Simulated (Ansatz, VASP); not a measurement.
**One calculation of Al2GaAs3, two programs**

Contents of INCAR:

```
ALGO = Normal
EDIFF = 1E-7
EDIFFG = -0.04
ENCUT = 500
GGA = PE
GGA_COMPAT = F
IBRION = 2
ISIF = 3
ISMEAR = 0
LASPH = T
LCHARG = F
LREAL = F
LWAVE = F
NELM = 120
NELMIN = 4
NSW = 90
PREC = Accurate
SIGMA = 0.1
```

File KPOINTS:

```
k-points
0
Gamma
  6 6 2
```

POSCAR

```
Al2GaAs3
1.0
    3.8536268600      0.0000000000      0.0000000000
   -1.9268134300      3.3373387600      0.0000000000
    0.0000000000      0.0000000000      9.4394194800
Al Ga As
2 1 3
Direct
    0.0000000000      0.0000000000      0.0000000000
    0.6666666700      0.3333333300      0.3333333300
    0.3333333300      0.6666666700      0.6666666700
    0.0000000000      0.0000000000      0.7500000000
    0.3333333300      0.6666666700      0.4166666700
    0.6666666700      0.3333333300      0.0833333300
```

Input for Ansatz:

```yaml
crystal:
  lattice:
    - [3.85362686, 0.0, 0.0]
    - [-1.92681343, 3.33733876, 0.0]
    - [0.0, 0.0, 9.43941948]
  atoms:
    - { symbol: Al, position: [0.0, 0.0, 0.0] }
    - { symbol: Al, position: [0.66666667, 0.33333333, 0.33333333] }
    - { symbol: Ga, position: [0.33333333, 0.66666667, 0.66666667] }
    - { symbol: As, position: [0.0, 0.0, 0.75] }
    - { symbol: As, position: [0.33333333, 0.66666667, 0.41666667] }
    - { symbol: As, position: [0.66666667, 0.33333333, 0.08333333] }
basis:
  ecutwfc: 420
kpoints:
  mp_grid: { grid: [6, 6, 2] }
hamiltonian:
  xc: pbe
scf:
  occupations: { method: gaussian, width: 0.1 }
  lower_state_search: "off"
output:
  forces: true
  stress: true
  eigenvalues: true
relax:
  adjacent_minimum: "off"
  f_tol: 0.04
  max_steps: 70
  cell: { stress_tol: 0.4 }
```

Alike in both runs: task relaxation of cell and atoms; functional PBE; k mesh 6 × 6 × 2; occupations gaussian, width 0.1 eV; no spin polarisation.

```csv
,VASP,Ansatz
version,VASP 6.6.1,Ansatz 0.2.0
potentials or method,"VASP PAW PBE potentials, release 64 (Al, Ga_d, As), cutoff 500 eV","scalar-relativistic, plane waves, PAW"
valence electrons in the cell,34,64
```

Ansatz gave:

| Property | Result |
| --- | --- |
| gap on the k mesh at the Fermi level, each at its own relaxed structure (eV) | 0.96 |
| relaxed volume (Å³/atom) | 23.53 |
| relaxed cell length with the largest relative difference (Å) | 9.912 |

Task: What did VASP give for the same quantities?

Result: gap on the k mesh at the Fermi level, each at its own relaxed structure (eV): 0.94; relaxed volume (Å³/atom): 23.59; relaxed cell length with the largest relative difference (Å): 9.927.

VASP's potentials hold 34 valence electrons a cell and Ansatz's 64, so a difference there can come from the potentials and not from the codes.

Noted on VASP's run: the volume moved by over 15 % at a fixed basis, so the end points are rough.
